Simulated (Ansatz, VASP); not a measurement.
**BeTe in VASP and in Ansatz**

```
Be Te
1.0
    -4.06453    4.06453    4.06453
     4.06453   -4.06453    4.06453
     4.06453    4.06453   -4.06453
Be Te
6 6
Cartesian
  6.0968 1.0161 0.0000
  0.0000 2.0323 3.0484
  1.0161 0.0000 6.0968
  0.0000 6.0968 1.0161
  2.0323 3.0484 0.0000
  3.0484 0.0000 2.0323
  1.0161 4.0645 2.0323
  4.0645 -2.0323 3.0484
  3.0484 4.0645 -2.0323
  4.0645 2.0323 1.0161
  -2.0323 3.0484 4.0645
  2.0323 1.0161 4.0645
```

Alike in both runs: functional PBE; k mesh 6 × 6 × 6; occupations gaussian, width 0.02 eV; no spin polarisation.

Ansatz relaxed the structure, and its values are those at the end. VASP's run is a single point on that final structure, the one shown.

```csv
,VASP,Ansatz
version,VASP 6.6.1,Ansatz 0.2.0
potentials or method,"VASP PAW PBE potentials, release 64 (Be, Te), cutoff 520 eV","scalar-relativistic, plane waves, PAW"
valence electrons in the cell,48,108
```

|  | VASP | Ansatz | Ansatz less VASP |
| --- | --- | --- | --- |
| gap on the k mesh at the Fermi level (eV) | 1.69 | 1.70 | +0.011 |
| least direct gap on the mesh (eV) | 1.69 | 1.70 | +0.011 |
| pressure (GPa) | 0.1 | 0.0 | -0.12 |

With one functional, cell and mesh, what is left measures potentials, basis and numerics. VASP's potentials hold 48 valence electrons a cell and Ansatz's 108, so a difference there can come from the potentials and not from the codes.

Spin-orbit coupling is off throughout.
